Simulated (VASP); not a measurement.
Runs of VASP 6.6.1 on TiO2. The structure is that of space group P3_121 (No. 152), or close to it. The cells are those of the table. 

```tsv
cell	gap on the mesh (eV)	pressure (GPa)	largest force (eV/Å)
a = 5.562, b = 5.562, c = 6.303 Å, angles 90.0, 90.0, 120.0°, 9 atoms	(a)	-4.1	0.36
a = 6.007, b = 6.007, c = 6.060 Å, angles 90.0, 90.0, 120.0°, 9 atoms	3.24	-14.2	1.28
a = 5.784, b = 5.784, c = 5.818 Å, angles 90.0, 90.0, 120.0°, 9 atoms	3.76	(b)	0.56
a = 5.340, b = 5.340, c = 6.545 Å, angles 90.0, 90.0, 120.0°, 9 atoms	3.92	0.8	0.98
a = 5.784, b = 5.784, c = 6.545 Å, angles 90.0, 90.0, 120.0°, 9 atoms	3.31	(c)	1.23
```

Alike in all rows: task single point; level r2SCAN; potentials or basis VASP PAW PBE potentials, release 64 (Ti_sv, O); no spin polarisation; k mesh 6 × 6 × 4; cutoff (eV) 520; smearing gaussian 0.05 eV.

Question: Fill in the values left out.

Answer: (a) 3.85; (b) -4.0; (c) -14.3.

Caveats: the PAW data sets were made with another functional, which shifts forces and pressure a little; the cell stands under tension (at least some runs); the stress differs along the axes, from -3 to 3 GPa (at least some runs).

A k mesh can miss the band edges.
